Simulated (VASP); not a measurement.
Runs of VASP 6.6.1 on KCl (Sylvite). Symmetry: Fm-3m, No. 225, cubic system. Conventional cell: a = 6.290 Å, b = 6.290 Å, c = 6.290 Å, α = 90.00°, β = 90.00°, γ = 90.00°. K (site symmetry m-3m) has 6 Cl at 3.14 Å within 4.1 Å. Cl (site symmetry m-3m) has 6 K at 3.14 Å within 4.1 Å. 

| level | potentials or basis | k mesh | grid for exact exchange (PRECFOCK) | screening parameter | gap on the mesh (eV) | pressure (GPa) |
| --- | --- | --- | --- | --- | --- | --- |
| LDA | VASP PAW LDA potentials, release 64 (K_sv, Cl) | 4 × 4 × 4 | - | - | 4.75 | (a) |
| r2SCAN | VASP PAW PBE potentials, release 64 (K_sv, Cl) | 4 × 4 × 4 | - | - | (b) | 0.0 |
| PBE | VASP PAW PBE potentials, release 64 (K_sv, Cl) | 6 × 6 × 6 | - | - | 5.19 | 0.8 |
| PBE | VASP PAW PBE potentials, release 64 (K_sv, Cl) | 4 × 4 × 4 | - | - | 5.19 | 0.8 |
| HSE06 | VASP PAW PBE potentials, release 64 (K_sv, Cl) | 4 × 4 × 4 | Normal | 0.2079 1/Å | 6.50 | 0.5 |

Alike in all rows: task single point; no spin polarisation; cell as given; cutoff (eV) 520; smearing gaussian 0.01 eV.

Fill in the values left out.

(a) -1.9; (b) 5.83.

Caveats: some runs use coarse meshes; the PAW data sets were made with another functional, which shifts forces and pressure a little (some runs).

